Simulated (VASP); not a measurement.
Sn, 2 atoms in the cell. Symmetry: Fd-3m, No. 227, cubic system. The conventional cell has a = 6.467 Å, b = 6.467 Å, c = 6.467 Å, α = 90.00°, β = 90.00°, γ = 90.00°. Sn (site symmetry -43m) has 4 Sn at 2.80 Å within 3.7 Å. 

| Quantity | Value |
| --- | --- |
| Program | VASP 6.6.1 |
| Task | single point |
| Functional | PBE |
| Potentials or basis | VASP PAW PBE potentials, release 64 (Sn_d) |
| Cutoff | 520 eV |
| k mesh | 5 × 5 × 5 |
| Occupations | fermi-dirac, width 0.05 eV |
| Spin | no spin polarisation |
| Dipole correction | no |
| Further INCAR settings | ALGO = Fast; EDIFF = 1e-06; NBANDS = 21 |

Potentials or basis: VASP PAW PBE potentials, release 64 (Sn_d).

Launch:

```bash
$ cat potpaw_PBE.64/Sn_d/POTCAR > POTCAR
$ mpirun -np 1 vasp_std > vasp.out
```

Hardware: 1 thread of AMD EPYC 7R13, with other jobs on the host.

Task: How long does it take, and how much memory?

Result: Wall time 55 s on 1 thread of AMD EPYC 7R13, with other jobs on the host, peak memory 0.16 GiB. Counts: scf iterations 13, k points 10.
